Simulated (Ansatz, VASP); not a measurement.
**One calculation of WS, two programs**

```
W S
1.0
     0.00000    2.44991    2.44991
     2.44991    0.00000    2.44991
     2.44991    2.44991    0.00000
W S
1 1
Direct
  0.00000 0.00000 0.00000
  0.50000 0.50000 0.50000
```

Alike in both runs: task single point; functional PBEsol; k mesh 14 × 14 × 14; occupations gaussian, width 0.05 eV; collinear spin; Hubbard terms W d U = 4.0 eV.

|  | VASP | Ansatz |
| --- | --- | --- |
| version | VASP 6.6.1 | Ansatz 0.2.0 |
| potentials or method | VASP PAW PBE potentials, release 64 (W_sv, S), cutoff 520 eV | scalar-relativistic, plane waves, PAW |
| valence electrons in the cell | 20 | 20 |

```tsv
	VASP	Ansatz	Ansatz less VASP
gap on the k mesh at the Fermi level (eV)	none	none	-
pressure (GPa)	25.2	25.9	+0.70
net moment per atom (μB)	1.24	1.38	+0.140
size of the moment on the site where the two differ most (μB)	2.13	1.80	-0.331
```

The net moments are unlike, so the other rows may belong to different states. VASP's potentials were made for PBE, not for PBEsol. Site moments also hang on the region over which each program counts them. The programs project onto different local orbitals, so the same U acts differently, and such runs can settle in different states. A gap of «none» marks a metal or a gap that the smearing closes. Ansatz's warnings: filled band counts differ across k points.

Neither program's run includes spin-orbit coupling.
